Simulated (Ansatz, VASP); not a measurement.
# Two plane-wave programs on BP

File INCAR:

```
ALGO = Normal
EDIFF = 1E-6
ENCUT = 500
GGA = PE
GGA_COMPAT = False
ISIF = 2
ISMEAR = 0
LASPH = True
LCHARG = False
LREAL = False
LWAVE = False
NBANDS = 11
NELM = 120
PREC = Accurate
SIGMA = 0.1
```

Contents of KPOINTS:

```
k-points
0
Gamma
  8 8 8
```

Contents of POSCAR:

```
BP
1.0
    0.0000000000      2.2660723800      2.2660723800
    2.2660723800      0.0000000000      2.2660723800
    2.2660723800      2.2660723800      0.0000000000
B P
1 1
Direct
    0.0000000000      0.0000000000      0.0000000000
    0.2500000000      0.2500000000      0.2500000000
```

Input for Ansatz:

```yaml
crystal:
  lattice:
    - [0.0, 2.26607238, 2.26607238]
    - [2.26607238, 0.0, 2.26607238]
    - [2.26607238, 2.26607238, 0.0]
  atoms:
    - { symbol: B, position: [0.0, 0.0, 0.0] }
    - { symbol: P, position: [0.25, 0.25, 0.25] }
basis:
  ecutwfc: 420
kpoints:
  mp_grid: { grid: [8, 8, 8] }
hamiltonian:
  xc: pbe
  pseudopotentials: { kind: paw }
scf:
  occupations: { method: gaussian, width: 0.1 }
output:
  forces: true
  stress: true
  eigenvalues: true
```

Alike in both runs: task single point; functional PBE; k mesh 8 × 8 × 8; occupations gaussian, width 0.1 eV; no spin polarisation.

```csv
,VASP,Ansatz
version,VASP 6.6.1,Ansatz 0.2.0
potentials or method,"VASP PAW PBE potentials, release 64 (B, P), cutoff 500 eV","scalar-relativistic, plane waves, PAW"
valence electrons in the cell,8,8
```

Ansatz gave:

| Quantity | Value |
| --- | --- |
| gap on the k mesh at the Fermi level (eV) | 1.27 |
| least direct gap on the mesh (eV) | 3.41 |
| pressure (GPa) | 1.8 |

Task: What did VASP give for the same quantities?

Result: gap on the k mesh at the Fermi level (eV): 1.26; least direct gap on the mesh (eV): 3.41; pressure (GPa): 1.6.

The functional is the same, so the differences come from potentials, cutoffs and numerics.
